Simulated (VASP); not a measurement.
Input of a VASP 6.6.1 run:

INCAR

```
SYSTEM = InP
ALGO = Normal
EDIFF = 1E-6
ENCUT = 520
GGA = PE
ISIF = 2
ISMEAR = 0
LASPH = .True.
LCHARG = .False.
LREAL = .False.
LWAVE = .False.
NBANDS = 16
NELM = 60
PREC = Accurate
SIGMA = 0.15
```

File KPOINTS:

```
k-points
0
Gamma
  20 20 20
  0 0 0
```

The input POSCAR:

```
InP
1.0
    0.0000000000      2.9091639812      2.5786829529
    2.9091639812      0.0000000000      2.5786829529
    2.9091639812      2.9091639812      0.0000000000
In P
1 1
Direct
    0.0000000000      0.0000000000      0.0000000000
    0.5000000000      0.5000000000      0.5000000000
```

Potentials or basis: VASP PAW PBE potentials, release 64 (In_d, P).

Command:

```sh
$ cat potpaw_PBE.64/In_d/POTCAR potpaw_PBE.64/P/POTCAR > POTCAR
$ mpirun -np 1 vasp_std > vasp.out
```

**Question.** What does it give for the pressure?

**Answer.** 0.2 GPa.

**Question.** Estimate the band gap on the k mesh.

**Answer.** Zero (band 9 reaches 6.98 eV, above the bottom of band 10 at 4.11 eV).

Stress tensor (GPa, compression positive):
```
-4.56  0.00  0.00
 0.00 -4.56  0.00
 0.00  0.00  9.86
```

Caveat: spin-orbit coupling is left out, which moves the levels of the heavy elements.
